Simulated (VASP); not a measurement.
The system is Be2ZnN2.

```
Be Zn N
1.0
    -1.50645    1.50645    4.73667
     1.50645   -1.50645    4.73667
     1.50645    1.50645   -4.73667
Be Zn N
2 1 2
Direct
  0.34430 0.34430 0.00000
  0.65570 0.65570 0.00000
  0.00000 0.00000 0.00000
  0.14110 0.14110 0.00000
  0.85890 0.85890 0.00000
```

```yaml
Program: VASP 6.6.1
Task: relaxation of cell and atoms
Functional: PBE
Potentials_or_basis: VASP PAW PBE potentials, release 64 (Be, Zn, N)
Cutoff: 600 eV
k_mesh: 10 × 10 × 10
Occupations: gaussian, width 0.1 eV
Spin: no spin polarisation
```

At the start: pressure 117.6 GPa; volume 8.60 Å³/atom.

Problem. How do energy, volume and symmetry change on relaxing?

Solution. Over 31 steps the energy falls by 1901.0 meV/atom and the volume is 10.32 Å³/atom (+20.0 %); space group I4/mmm (No. 139, to 0.05 Å).

The path:
| step | energy change (eV) | largest force (eV/Å) | pressure (GPa) | volume (Å³) |
| --- | --- | --- | --- | --- |
| 1 | 0.0000 | 39.7521 | 117.57 | 43.00 |
| 2 | 437.1498 | 1153.2195 | 481.18 | 79.23 |
| 3 | 140.8989 | 0.7197 | -134.30 | 154.34 |
| 4 | 129.0216 | 2.6905 | -131.48 | 151.22 |
| 5 | 48.4864 | 0.4056 | -87.30 | 120.55 |
| 6 | 17.3560 | 4.7863 | -59.69 | 101.28 |
| 7 | 112.3725 | 655.3545 | 190.54 | 90.61 |
| 8 | 15.9606 | 4.6561 | -58.99 | 100.28 |
| 9 | 9.9025 | 12.0330 | -50.06 | 95.52 |
| 10 | 10.4015 | 47.4376 | -10.07 | 93.08 |
| 11 | 7.8613 | 1.9207 | -39.28 | 94.47 |
| 12 | 449.8861 | 2792.9293 | 1966.42 | 29.51 |
| 13 | 9.2094 | 1.8626 | -49.72 | 92.17 |
| 14 | 7.3442 | 2.5210 | -46.48 | 89.58 |
| 15 | 0.3009 | 43.1727 | 39.89 | 61.67 |
| 16 | -1.2890 | 4.1576 | -14.18 | 72.85 |
| 17 | -1.8036 | 10.6308 | -2.94 | 69.62 |
| 18 | -1.8336 | 12.7273 | 0.22 | 68.83 |
| 19 | -8.9338 | 1.7739 | -0.37 | 50.34 |
| 20 | -8.9467 | 2.0468 | 0.65 | 50.01 |
| 21 | -9.0210 | 3.7485 | 16.94 | 47.28 |
| 22 | -9.2434 | 2.8276 | 7.51 | 48.61 |
| 23 | -9.1221 | 5.7633 | 8.57 | 50.73 |
| 24 | -9.4723 | 0.2919 | 4.96 | 49.61 |
| 25 | -9.4724 | 0.3834 | 4.95 | 49.63 |
| 26 | -9.4980 | 0.2572 | -1.01 | 51.51 |
| 27 | -9.4993 | 0.1489 | 0.03 | 51.16 |
| 28 | -9.5039 | 0.0989 | -0.13 | 51.49 |
| 29 | -9.5041 | 0.1642 | -0.14 | 51.57 |
| 30 | -9.5046 | 0.1360 | -0.05 | 51.65 |
| 31 | -9.5050 | 0.0130 | -0.11 | 51.62 |

Final structure:
```xyz
5
Lattice="-1.4923 1.4923 5.7942 1.4923 -1.4923 5.7942 1.4923 1.4923 -5.7942" Properties=species:S:1:pos:R:3 pbc="T T T"
Be    0.0000    0.0000    3.5184
Be    0.0000    0.0000    8.0699
Zn    0.0000    0.0000    0.0000
N     0.0000    0.0000    6.5090
N     0.0000    0.0000    5.0794
```

Caveat: the volume moved by over 15 % at a fixed basis, so the end points are rough; the relaxation stopped at a loose force limit of 0.05 eV/Å, so its end isn't a converged minimum.
